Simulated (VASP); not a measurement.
Write the native input for VASP 6.6.1 that does the following.

| Item | Value |
| --- | --- |
| Task | single point |
| Functional | LDA |
| Potentials or basis | VASP PAW LDA potentials, release 64 (Sr_sv) |
| Cutoff | 520 eV |
| k mesh | 7 × 7 × 7 |
| Occupations | fermi-dirac, width 0.1 eV |
| Spin | no spin polarisation |
| Dipole correction | no |
| Further INCAR settings | ALGO = Normal; EDIFF = 1e-06; NBANDS = 17 |

The structure of Sr lies in POSCAR:

```
Sr
1.0
    0.0000000000      4.7818707017      4.7818707017
    4.7818707017      0.0000000000      4.7818707017
    4.7818707017      4.7818707017      0.0000000000
Sr
2
Direct
    0.1250000000      0.1250000000      0.1250000000
    0.8750000000      0.8750000000      0.8750000000
```

This isn't the form of Sr at room conditions, which is fcc.

These files were run (other wordings do the same):

INCAR

```
PREC = Accurate
ENCUT = 520
EDIFF = 1E-6
ISMEAR = -1
SIGMA = 0.1
LREAL = F
LASPH = T
NELM = 60
ALGO = Normal
ISIF = 2
LWAVE = F
LCHARG = F
GGA = CA
NBANDS = 17
```

KPOINTS

```
Automatic mesh
0
Gamma
  7 7 7
```

Potentials or basis: VASP PAW LDA potentials, release 64 (Sr_sv).

Command:

```sh
$ cat potpaw_LDA.64/Sr_sv/POTCAR > POTCAR
$ mpirun -np 1 vasp_std > vasp.out
```

It gave:

```
Pressure               : -0.3 GPa
Band gap on the k mesh : zero (bands 10 and 11 overlap by 0.66 eV)
```

Run time: 44 s on 1 thread of AMD EPYC 9R14 (Zen 4), with other jobs on the host, peak memory 0.25 GiB.
